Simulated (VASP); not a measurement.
# Ge: single point with PBE

Crystal: Ge.

```
Ge
1.0
     3.97387    0.00000    0.00000
    -1.98694    3.44148    0.00000
     0.00000    0.00000    6.56066
Ge
4
Direct
  0.66667 0.33333 0.06296
  0.33333 0.66667 0.56296
  0.66667 0.33333 0.43704
  0.33333 0.66667 0.93704
```

This cell differs from its parent crystal: volume scaled by 0.94, then relaxed in part.

```
Program                : VASP 6.6.1
Task                   : single point
Functional             : PBE
Potentials or basis    : VASP PAW PBE potentials, release 64 (Ge_d)
Cutoff                 : 520 eV
k mesh                 : 12 × 12 × 6
Occupations            : gaussian, width 0.1 eV
Spin                   : no spin polarisation
Dipole correction      : no
Further INCAR settings : ALGO = Normal; EDIFF = 1e-07; NBANDS = 36
```

```json
{"Pressure": "4.2 GPa", "Band gap on the k mesh": "zero (band 28 reaches 5.26 eV, above the bottom of band 29 at 5.20 eV)"}
```

Forces in eV/Å, atoms in the order of the input:
```
Ge   0.000  0.000  0.003
Ge   0.000  0.000  0.003
Ge   0.000  0.000 -0.003
Ge   0.000  0.000 -0.003
```

Levels at points of the mesh, in eV from the Fermi level:
```
           k point  band 24  band 25  band 26  band 27  band 28  band 29  band 30  band 31  band 32  band 33
(0.00, 0.00, 0.00)    -1.58    -1.58    -0.24    -0.10     0.06     0.06     0.09     2.20     2.20     2.70
(0.50, 0.00, 0.00)    -6.86    -4.74    -3.19    -2.94    -1.54     0.46     1.64     3.50     3.65     4.30
(0.00, 0.00, 0.50)    -4.90    -0.94    -0.94    -0.94    -0.94     0.69     0.69     3.32     3.32     3.32
(0.50, 0.00, 0.50)    -8.00    -2.66    -2.66    -2.53    -2.53     0.48     0.48     2.04     2.04     6.10
```

Wall time 3.1 min on 1 thread of Intel Xeon 6975P-C, on a shared host, peak memory 0.31 GiB.
